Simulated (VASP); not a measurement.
**TaN: single point with PBE**

Crystal: TaN.

```
Ta N
1.0
    -1.56149    1.56185    2.20854
     1.56149   -1.56185    2.20854
     1.56149    1.56185   -2.20854
Ta N
1 1
Direct
  0.00000 0.00000 0.00000
  0.50000 0.50000 0.00000
```

```
Program             : VASP 6.6.1
Task                : single point
Functional          : PBE
Potentials or basis : VASP PAW PBE potentials, release 64 (Ta_pv, N)
Cutoff              : 520 eV
k mesh              : 24 × 24 × 24
Occupations         : gaussian, width 0.1 eV
Spin                : no spin polarisation
```

| Item | Value |
| --- | --- |
| Pressure | 0.8 GPa |
| Band gap on the k mesh | zero (band 8 reaches 11.26 eV, above the bottom of band 9 at 7.33 eV) |

Levels at points of the mesh, in eV from the Fermi level:
| k point | band 5 | band 6 | band 7 | band 8 | band 9 | band 10 | band 11 | band 12 |
| --- | --- | --- | --- | --- | --- | --- | --- | --- |
| (0.00, 0.00, 0.00) | -3.79 | -3.79 | -3.79 | -2.07 | -2.07 | -2.07 | 0.06 | 0.06 |
| (0.50, 0.00, 0.00) | -10.27 | -7.48 | -7.48 | 1.86 | 1.86 | 1.95 | 3.78 | 7.39 |
| (0.00, 0.50, 0.00) | -10.27 | -7.49 | -7.48 | 1.86 | 1.86 | 1.95 | 3.78 | 7.39 |
| (0.50, 0.50, 0.00) | -6.62 | -5.38 | -4.61 | -4.61 | 2.07 | 3.47 | 3.47 | 4.39 |
| (0.50, 0.50, 0.50) | -6.62 | -5.38 | -4.61 | -4.61 | 2.07 | 3.47 | 3.47 | 4.39 |

It took 8.9 min on 1 thread of Intel Xeon 8259CL (shared host), peak memory 0.71 GiB.

Caveat: spin-orbit coupling is left out, which moves the levels of the heavy elements.
